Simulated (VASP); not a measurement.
Set up this calculation in VASP 6.6.1, as the native input.

```
Task                   : single point
Functional             : PBEsol
Potentials or basis    : VASP PAW PBE potentials, release 64 (Cs_sv, Br)
Cutoff                 : 500 eV
k mesh                 : 6 × 6 × 6
Occupations            : gaussian, width 0.01 eV
Spin                   : non-collinear spin, zero start, spin-orbit coupling
Starting moments       : [[0.0, 0.0, 0.0], [0.0, 0.0, 0.0]] μB
Dipole correction      : no
Further INCAR settings : ALGO = Normal; EDIFF = 1e-06; NBANDS = 28
```

The structure of CsBr lies in POSCAR:

```
CsBr
1.0
    4.2401720674      0.0000000000      0.0000000000
    0.0000000000      4.2401720674      0.0000000000
    0.0000000000      0.0000000000      4.2401720674
Cs Br
1 1
Direct
    0.0000000000      0.0000000000      0.0000000000
    0.5000000000      0.5000000000      0.5000000000
```

The input as run:

INCAR

```
SYSTEM = CsBr
PREC = Accurate
ENCUT = 500
EDIFF = 1E-6
ISMEAR = 0
SIGMA = 0.01
LREAL = .FALSE.
LASPH = .TRUE.
NELM = 200
ALGO = Normal
ISIF = 2
LWAVE = .FALSE.
LCHARG = .TRUE.
LNONCOLLINEAR = .TRUE.
MAGMOM = 0 0 0 0 0 0
LORBIT = 11
LSORBIT = .TRUE.
GGA_COMPAT = .FALSE.
LORBMOM = .TRUE.
GGA = PS
LVHAR = .TRUE.
NBANDS = 28
```

KPOINTS

```
Automatic mesh
0
G
  6 6 6
  0 0 0
```

Potentials or basis: VASP PAW PBE potentials, release 64 (Cs_sv, Br).

Run with:

```console
$ cat potpaw_PBE.64/Cs_sv/POTCAR potpaw_PBE.64/Br/POTCAR > POTCAR
$ mpirun -np 1 vasp_ncl > vasp.out
```

It gave:

| Quantity | Value |
| --- | --- |
| Pressure | 0.1 GPa |
| Net moment | 0.00 μB per cell |
| Valence electrons inside the program's atomic spheres | Cs 6.57; Br 4.86 |

Caveat: the PAW data sets were made with another functional, which shifts forces and pressure a little.

It took 59 s on 1 thread of Oxide Virtual Turin-like Processor, with other jobs on the host, peak memory 0.3 GiB.
